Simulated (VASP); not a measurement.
Crystal: MgO.

```xyz
2
Lattice="0.0000 2.0970 2.0970 2.0970 0.0000 2.0970 2.0970 2.0970 0.0000" Properties=species:S:1:pos:R:3 pbc="T T T"
Mg    0.0000    0.0000    0.0000
O     2.0970    2.0970    2.0970
```

| Quantity | Value |
| --- | --- |
| Program | VASP 6.6.1 |
| Task | relaxation of cell and atoms |
| Functional | LDA |
| Potentials or basis | VASP PAW LDA potentials, release 64 (Mg_sv, O) |
| Cutoff | 750 eV |
| k mesh | 10 × 10 × 10 |
| Occupations | gaussian, width 0.02 eV |
| Spin | no spin polarisation |

At the start: pressure -4.1 GPa; volume 9.22 Å³/atom.

Question: Where does the relaxation end?

Answer: Over 3 steps the energy falls by 2.8 meV/atom and the volume is 9.00 Å³/atom (-2.4 %); space group Fm-3m (No. 225, to 0.1 Å) before and after.

Step by step:
```csv
step,energy change (eV),largest force (eV/Å),pressure (GPa),volume (Å³)
1,0.0000,0.0000,-4.11,18.44
2,-0.0045,0.0000,1.90,17.82
3,-0.0056,0.0000,-0.01,18.01
```

Final structure:
```yaml
crystal:
  lattice:
    - [0.00000, 2.08038, 2.08038]
    - [2.08038, 0.00000, 2.08038]
    - [2.08038, 2.08038, 0.00000]
  atoms:
    - { symbol: Mg, position: [0.00000, 0.00000, 0.00000] }
    - { symbol: O, position: [0.50000, 0.50000, 0.50000] }
```
